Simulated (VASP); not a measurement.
# KI in VASP: a series of runs, part 2 of 2

VASP 6.6.1.

### 3 Single point, PBEsol, non-collinear spin, zero start, spin-orbit coupling (equal xy, yz and zx engineering shears of -0.5 %)

Contents of INCAR:

```
  PREC = Accurate
  ENCUT = 520
  EDIFF = 1E-7
  ISMEAR = 0
  SIGMA = 0.01
  LREAL = False
  LASPH = True
  NELM = 150
  ALGO = Normal
  ISIF = 2
  LWAVE = False
  LCHARG = False
  LNONCOLLINEAR = True
  MAGMOM = 0 0 0 0 0 0
  LORBIT = 11
  LSORBIT = True
  GGA_COMPAT = False
  LORBMOM = True
  GGA = PS
  NBANDS = 28
```

Contents of KPOINTS:

```
regular mesh
0
Gamma
  6 6 6
```

Contents of POSCAR:

```
KI
1.0
   -0.0175124004      3.4937238856      3.4937238856
    3.4937238856     -0.0175124004      3.4937238856
    3.4937238856      3.4937238856     -0.0175124004
K I
1 1
Direct
    0.0000000000      0.0000000000      0.0000000000
    0.5000000000      0.5000000000      0.5000000000
```

Potentials or basis: VASP PAW PBE potentials, release 64 (K_sv, I).

Started as:

```sh
cat potpaw_PBE.64/K_sv/POTCAR potpaw_PBE.64/I/POTCAR > POTCAR
mpirun -np 1 vasp_ncl > vasp.out
```

OUTCAR:

```text
PREC = Accurate
   ENCUT = 520
   EDIFF = 1E-7
   ISMEAR = 0
   LREAL = False
   LASPH = True
   NELM = 150
   ISIF = 2
   LNONCOLLINEAR = True
   LORBIT = 11
   LSORBIT = True
   GGA = PS

 ion  position               nearest neighbor table
   1  0.000  0.000  0.000-   2 3.50   2 3.50   2 3.50   2 3.50   2 3.50   2 3.50
   2  0.500  0.500  0.500-   1 3.50   1 3.50   1 3.50   1 3.50   1 3.50   1 3.50

  LATTYP: Found a trigonal (rhomboedric) cell.
 ALAT       =     4.9409027375
 COS(alpha) =     0.4949812504

  Lattice vectors:

 A1 = (  -0.0175124004,   3.4937238856,   3.4937238856)
 A2 = (   3.4937238856,  -0.0175124004,   3.4937238856)
 A3 = (   3.4937238856,   3.4937238856,  -0.0175124004)

Analysis of symmetry for initial positions (statically):
=====================================================================
 Subroutine PRICEL returns:
 Original cell was already a primitive cell.

 Routine SETGRP: Setting up the symmetry group for a
 trigonal (rhombohedral) supercell.

 Subroutine GETGRP returns: Found 12 space group operations
 (whereof 12 operations were pure point group operations)
 out of a pool of 12 trial point group operations.

The static configuration has the point symmetry D_3d.

Analysis of symmetry for dynamics (positions and initial velocities):
=====================================================================
 Subroutine PRICEL returns:
 Original cell was already a primitive cell.

 Routine SETGRP: Setting up the symmetry group for a
 trigonal (rhombohedral) supercell.

 Subroutine GETGRP returns: Found 12 space group operations
 (whereof 12 operations were pure point group operations)
 out of a pool of 12 trial point group operations.

[... 955 lines left out ...]
  1        -0.000   0.000  -0.000
  2         0.000  -0.000   0.000
 ----------------------------------------
            0.000   0.000   0.000

 orbital moment (y)

 # of ion     p       d       tot
 ----------------------------------------
  1         0.000  -0.000  -0.000
  2         0.000  -0.000   0.000
 ----------------------------------------
            0.000  -0.000   0.000

 orbital moment (z)

 # of ion     p       d       tot
 ----------------------------------------
  1         0.000   0.000   0.000
  2         0.000   0.000   0.000
 ----------------------------------------
            0.000   0.000   0.000

 Spin-Orbit-Coupling matrix elements

 Ion:    1  E_soc:     -0.0082853
 l=   1
     0.0000000    -0.0013786    -0.0013786
    -0.0013786     0.0000000    -0.0013786
    -0.0013786    -0.0013786     0.0000000
 l=   2
     0.0000000     0.0000003     0.0000000     0.0000003    -0.0000025
     0.0000003     0.0000000    -0.0000019     0.0000003    -0.0000006
     0.0000000    -0.0000019     0.0000000    -0.0000019     0.0000000
     0.0000003     0.0000003    -0.0000019     0.0000000    -0.0000006
    -0.0000025    -0.0000006     0.0000000    -0.0000006     0.0000000
 l=   3
     0.0000000     0.0000000     0.0000000     0.0000000     0.0000000     0.0000000     0.0000000
     0.0000000     0.0000000     0.0000000     0.0000000     0.0000000     0.0000000     0.0000000
     0.0000000     0.0000000     0.0000000     0.0000000     0.0000000     0.0000000     0.0000000
     0.0000000     0.0000000     0.0000000     0.0000000     0.0000000     0.0000000     0.0000000
     0.0000000     0.0000000     0.0000000     0.0000000     0.0000000     0.0000000     0.0000000
     0.0000000     0.0000000     0.0000000     0.0000000     0.0000000     0.0000000     0.0000000
     0.0000000     0.0000000     0.0000000     0.0000000     0.0000000     0.0000000     0.0000000

 Ion:    2  E_soc:     -0.2492339
 l=   1
     0.0000000    -0.0415352    -0.0415352
    -0.0415352     0.0000000    -0.0415352
    -0.0415352    -0.0415352     0.0000000
 l=   2
     0.0000000    -0.0000011     0.0000000    -0.0000011    -0.0000027
    -0.0000011     0.0000000    -0.0000020    -0.0000011    -0.0000007
     0.0000000    -0.0000020     0.0000000    -0.0000020     0.0000000
    -0.0000011    -0.0000011    -0.0000020     0.0000000    -0.0000007
    -0.0000027    -0.0000007     0.0000000    -0.0000007     0.0000000
 l=   3
     0.0000000     0.0000000     0.0000000     0.0000000     0.0000000     0.0000000     0.0000000
     0.0000000     0.0000000     0.0000000     0.0000000     0.0000000     0.0000000     0.0000000
     0.0000000     0.0000000     0.0000000     0.0000000     0.0000000     0.0000000     0.0000000
     0.0000000     0.0000000     0.0000000     0.0000000     0.0000000     0.0000000     0.0000000
     0.0000000     0.0000000     0.0000000     0.0000000     0.0000000     0.0000000     0.0000000
     0.0000000     0.0000000     0.0000000     0.0000000     0.0000000     0.0000000     0.0000000
     0.0000000     0.0000000     0.0000000     0.0000000     0.0000000     0.0000000     0.0000000

 total charge

# of ion       s       p       d       tot
------------------------------------------
    1        1.957   5.566   0.025   7.548
    2        1.491   2.843   0.001   4.336
--------------------------------------------------
tot          3.448   8.409   0.026  11.884

 magnetization (x)

# of ion       s       p       d       tot
------------------------------------------
    1        0.000  -0.000  -0.000  -0.000
    2        0.000   0.000   0.000   0.000
--------------------------------------------------
tot          0.000  -0.000  -0.000  -0.000

 magnetization (y)

# of ion       s       p       d       tot
------------------------------------------
    1       -0.000   0.000   0.000  -0.000
    2       -0.000   0.000   0.000  -0.000
--------------------------------------------------
tot         -0.000   0.000   0.000  -0.000

 magnetization (z)

# of ion       s       p       d       tot
------------------------------------------
    1        0.000  -0.000  -0.000  -0.000
    2        0.000   0.000   0.000   0.000
--------------------------------------------------
tot          0.000  -0.000  -0.000  -0.000
```

OSZICAR:

```text
N       E                     dE             d eps       ncg     rms          rms(c)
DAV:   1     0.102360939147E+03    0.10236E+03   -0.64097E+03  1792   0.965E+02
DAV:   2     0.242712001374E+01   -0.99934E+02   -0.94210E+02  2136   0.244E+02
DAV:   3    -0.579436060916E+01   -0.82215E+01   -0.81837E+01  2956   0.591E+01
DAV:   4    -0.602039058983E+01   -0.22603E+00   -0.22545E+00  2548   0.956E+00
DAV:   5    -0.602747834810E+01   -0.70878E-02   -0.70870E-02  2552   0.131E+00    0.432E+00
DAV:   6    -0.594586230505E+01    0.81616E-01   -0.91671E-02  2220   0.224E+00    0.292E+00
DAV:   7    -0.593620085198E+01    0.96615E-02   -0.73494E-02  2300   0.148E+00    0.194E+00
DAV:   8    -0.594219458736E+01   -0.59937E-02   -0.21082E-02  2696   0.780E-01    0.535E-01
DAV:   9    -0.594306004444E+01   -0.86546E-03   -0.45026E-03  1952   0.448E-01    0.940E-02
DAV:  10    -0.594322063094E+01   -0.16059E-03   -0.30077E-04  2384   0.117E-01    0.556E-02
DAV:  11    -0.594335286286E+01   -0.13223E-03   -0.80492E-05  1964   0.496E-02    0.383E-02
DAV:  12    -0.594340043173E+01   -0.47569E-04   -0.40745E-05  2144   0.394E-02    0.144E-02
DAV:  13    -0.594340180766E+01   -0.13759E-05   -0.27192E-06  2600   0.879E-03    0.583E-03
DAV:  14    -0.594340180602E+01    0.16391E-08   -0.11548E-06  1676   0.570E-03    0.208E-03
DAV:  15    -0.594340188796E+01   -0.81935E-07   -0.38883E-08  1884   0.130E-03
   1 F= -.59434019E+01 E0= -.59434019E+01  d E =-.177381-102  mag=    -0.0000     0.0000     0.0000
```

stdout:

```text
POSCAR found type information on POSCAR K I
 POSCAR found :  2 types and       2 ions
 scaLAPACK will be used
 -----------------------------------------------------------------------------
|                                                                             |
|                                                                             |
|     You enforced a specific xc type in the INCAR file but a different       |
|     I HOPE YOU KNOW WHAT YOU ARE DOING!                                     |
|                                                                             |
 -----------------------------------------------------------------------------

 LDA part: xc-table for (Slater+PW92), standard interpolation
 POSCAR, INCAR and KPOINTS ok, starting setup
 FFT: planning ... GRIDC
 FFT: planning ... GRID_SOFT
 FFT: planning ... GRID
 WAVECAR not read
 entering main loop
```

Wall time 1.7 min (1 thread of AMD EPYC 9R45 (Zen 5), shared host); peak memory 0.5 GiB.

Results:

| Quantity | Value |
| --- | --- |
| Free energy | -5.9434 eV |
| Pressure | 0.1 GPa |
| Net moment | 0.00 μB per cell |
| Valence electrons inside the program's atomic spheres | K 7.55; I 4.34 |

Moments on the atoms (μB; x, y, z):
```
K   0.00 0.00 0.00
I   0.00 0.00 0.00
```

Caveat: the cell differs from its parent crystal (equal xy, yz and zx engineering shears of -0.5 %); the PAW data sets were made with another functional, which shifts forces and pressure a little.

### 4 Single point, PBEsol, non-collinear spin, zero start, spin-orbit coupling (equal xy, yz and zx engineering shears of +0.5 %)

Contents of INCAR:

```
PREC = Accurate
ENCUT = 520
EDIFF = 1E-6
ISMEAR = 0
SIGMA = 0.01
LREAL = False
LASPH = True
NELM = 150
ALGO = Normal
ISIF = 2
LWAVE = False
LCHARG = True
MAGMOM = 0 0 0 0 0 0
LORBIT = 11
LSORBIT = True
GGA_COMPAT = False
LORBMOM = True
GGA = PS
LVHAR = True
NBANDS = 28
```

KPOINTS is that of step 3.

Contents of POSCAR:

```
KI
1.0
    0.0175124004      3.5112362860      3.5112362860
    3.5112362860      0.0175124004      3.5112362860
    3.5112362860      3.5112362860      0.0175124004
K I
1 1
Direct
    0.0000000000      0.0000000000      0.0000000000
    0.5000000000      0.5000000000      0.5000000000
```

Started as:

```sh
cat potpaw_PBE.64/K_sv/POTCAR potpaw_PBE.64/I/POTCAR > POTCAR
mpirun -np 1 vasp_ncl > vasp.out
```

It took 99 s on 1 thread of AMD EPYC 9R45 (Zen 5), shared host; peak memory 0.5 GiB.

Results (log left out):

```
Free energy                                           : -5.9434 eV
Pressure                                              : 0.1 GPa
Net moment                                            : 0.00 μB per cell
Valence electrons inside the program's atomic spheres : K 7.55; I 4.34
```

Moments on the atoms (μB; x, y, z):
```
K   0.00 0.00 0.00
I   0.00 0.00 0.00
```

Caveat: the cell differs from its parent crystal (equal xy, yz and zx engineering shears of +0.5 %); the PAW data sets were made with another functional, which shifts forces and pressure a little.

### 5 Summary

| cell | pressure (GPa) | moment (μB) |
| --- | --- | --- |
| a = 4.966, b = 4.966, c = 4.953 Å, angles 60.1, 60.1, 59.8°, 2 atoms | 0.0 | 0.00 |
| a = 4.941 Å, angles 60.3°, 2 atoms | 0.1 | 0.00 |
| a = 4.966 Å, angles 59.7°, 2 atoms | 0.1 | 0.00 |

Alike in all rows: task single point; level PBEsol; potentials or basis VASP PAW PBE potentials, release 64 (K_sv, I); spin non-collinear, zero start, SOC; k mesh 6 × 6 × 6; cutoff (eV) 520; smearing gaussian 0.01 eV.

Caveats: the PAW data sets were made with another functional, which shifts forces and pressure a little.

Total energies depend on the potentials used, so only differences within one code and one set of settings carry meaning.
